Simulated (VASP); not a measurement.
Input of a VASP 6.6.1 run:

The input INCAR:

```
SYSTEM = GaSb
  ALGO = Normal
  EDIFF = 1E-7
  ENCUT = 520
  GGA = PE
  ISIF = 2
  ISMEAR = 0
  LASPH = .TRUE.
  LCHARG = .TRUE.
  LELF = .TRUE.
  LREAL = .FALSE.
  LVHAR = .TRUE.
  LWAVE = .FALSE.
  NBANDS = 16
  NELM = 60
  PREC = Accurate
  SIGMA = 0.15
```

File KPOINTS:

```
k-points
0
G
  16 16 16
  0 0 0
```

POSCAR

```
GaSb
1.0
   -2.7196500000      2.7196500000      1.5020500000
    2.7196500000     -2.7196500000      1.5020500000
    2.7196500000      2.7196500000     -1.5020500000
Ga Sb
1 1
Direct
    0.2500000000      0.7500000000      0.5000000000
    0.0000000000      0.0000000000      0.0000000000
```

Potentials or basis: VASP PAW PBE potentials, release 64 (Ga_d, Sb).

Launch:

```bash
$ cat potpaw_PBE.64/Ga_d/POTCAR potpaw_PBE.64/Sb/POTCAR > POTCAR
$ mpirun -np 1 vasp_std > vasp.out
```

(1) Estimate the pressure.

(2) Predict the band gap on the k mesh.

## Answers

(1) 5.4 GPa.

(2) zero (band 9 reaches 9.19 eV, above the bottom of band 10 at 4.34 eV).

Caveat: spin-orbit coupling is left out, which moves the levels of the heavy elements.
